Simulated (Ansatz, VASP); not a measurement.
# One calculation of Mg, two programs

Contents of INCAR:

```
SYSTEM = Mg
PREC = Accurate ; ENCUT = 600
EDIFF = 1E-6 ; ISMEAR = 0
SIGMA = 0.1 ; LREAL = .FALSE.
LASPH = .TRUE. ; NELM = 100
ALGO = Normal ; ISIF = 3
LWAVE = .FALSE. ; LCHARG = .FALSE.
GGA = PE ; IBRION = 2
NSW = 80 ; EDIFFG = -0.01
```

The input KPOINTS:

```
Automatic mesh
0
G
  16 16 16
  0 0 0
```

Contents of POSCAR:

```
Mg
1.0
   -1.8179414322      1.8179414322      1.7268713038
    1.8179414322     -1.8179414322      1.7268713038
    1.8179414322      1.8179414322     -1.7268713038
Mg
1
Direct
    0.0000000000      0.0000000000      0.0000000000
```

Input for Ansatz:

```yaml
crystal:
  lattice:
    - [-1.8179414322, 1.8179414322, 1.7268713038]
    - [1.8179414322, -1.8179414322, 1.7268713038]
    - [1.8179414322, 1.8179414322, -1.7268713038]
  atoms:
    - { symbol: Mg, position: [0.0, 0.0, 0.0] }
basis:
  ecutwfc: 420
kpoints:
  mp_grid: { grid: [16, 16, 16] }
hamiltonian:
  xc: pbe
scf:
  occupations: { method: gaussian, width: 0.1 }
output:
  forces: true
  stress: true
  eigenvalues: true
relax:
  adjacent_minimum: "off"
  f_tol: 0.01
  max_steps: 60
  cell: { stress_tol: 0.1 }
```

Alike in both runs: task relaxation of cell and atoms; functional PBE; k mesh 16 × 16 × 16; occupations gaussian, width 0.1 eV; no spin polarisation.

|  | VASP | Ansatz |
| --- | --- | --- |
| version | VASP 6.6.1 | Ansatz 0.2.0 |
| potentials or method | VASP PAW PBE potentials, release 64 (Mg), cutoff 600 eV | scalar-relativistic, plane waves, PAW |
| valence electrons in the cell | 2 | 10 |

VASP gave:

| Quantity | Value |
| --- | --- |
| gap on the k mesh at the Fermi level, each at its own relaxed structure (eV) | none |
| relaxed volume (Å³/atom) | 22.91 |
| relaxed length of the cell vector where the two differ most in proportion (Å) | 3.102 |

Question: Which values does Ansatz return?

Answer: gap on the k mesh at the Fermi level, each at its own relaxed structure (eV): none; relaxed volume (Å³/atom): 22.98; relaxed length of the cell vector where the two differ most in proportion (Å): 3.106.

A gap of «none» marks a metal or a gap that the smearing closes. VASP's potentials hold 2 valence electrons a cell and Ansatz's 10, so a difference there can come from the potentials and not from the codes.
